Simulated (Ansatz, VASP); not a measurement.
Two plane-wave programs on ZnS

```
Zn S
1.0
     3.95899    0.00000    0.00000
    -1.97950    3.42859    0.00000
     0.00000    0.00000    6.74539
Zn S
2 2
Cartesian
  0.0000 2.2857 0.0363
  1.9795 1.1429 3.4090
  0.0000 2.2857 2.5606
  1.9795 1.1429 5.9333
```

Change from the starting cell: strain +0.040 along x and y, +0.080 along z, atoms carried along.

Alike in both runs: task single point; functional r2SCAN; k mesh 6 × 6 × 4; occupations gaussian, width 0.05 eV; no spin polarisation.

|  | VASP | Ansatz |
| --- | --- | --- |
| version | VASP 6.6.1 | Ansatz 0.2.0 |
| potentials or method | VASP PAW PBE potentials, release 64 (Zn, S), cutoff 520 eV | scalar-relativistic, plane waves, PAW |
| valence electrons in the cell | 36 | 36 |

```csv
,VASP,Ansatz,Ansatz less VASP
gap on the k mesh at the Fermi level (eV),1.99,1.99,+0.001
least direct gap on the mesh (eV),1.99,1.99,+0.001
pressure (GPa),-8.6,-8.6,+0.01
"traceless stress, the component that is largest in VASP (GPa)",-2.06,-2.03,+0.023
rms of the force components (eV/Å),0.010,0.009,-0.0009
```

VASP's potentials were made for PBE, not for r2SCAN. Atom by atom the forces differ by 0.001 eV/Å (rms over components).
